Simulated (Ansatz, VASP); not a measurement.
## MgB2 in VASP and in Ansatz

```xyz
3
Lattice="3.0952 0.0000 0.0000 -1.5476 2.6806 0.0000 0.0000 0.0000 3.5347" Properties=species:S:1:pos:R:3 pbc="T T T"
Mg    0.0000    0.0000    0.0000
B     0.0000    1.7870    1.7674
B     1.5476    0.8935    1.7674
```

Change from the starting cell: volume scaled by 1.01, crystal datasets.

Alike in both runs: task electric field gradients; functional LDA; k mesh 12 × 12 × 9; occupations fermi-dirac, width 0.05 eV; no spin polarisation.

|  | VASP | Ansatz |
| --- | --- | --- |
| version | VASP 6.6.1 | Ansatz 0.2.0 |
| potentials or method | VASP PAW LDA potentials, release 64 (Mg, B), cutoff 520 eV | all-electron PAW with datasets made for the crystal, scalar-relativistic |

Ansatz gave:

```
pressure (GPa)                                                : -8.9
traceless stress, the component that is largest in VASP (GPa) : 1.29
size of Vzz on the site where it differs most (V/Å²)          : 17.8
```

Problem. Which values does VASP return?

Solution. Pressure (GPa): -9.5; traceless stress, the component that is largest in VASP (GPa): 1.16; size of Vzz on the site where it differs most (V/Å²): 20.0.

LDA's correlation is that of Perdew and Zunger in VASP and of Perdew and Wang (1992) in Ansatz. Ansatz ran all-electron here, and VASP with PAW potentials.
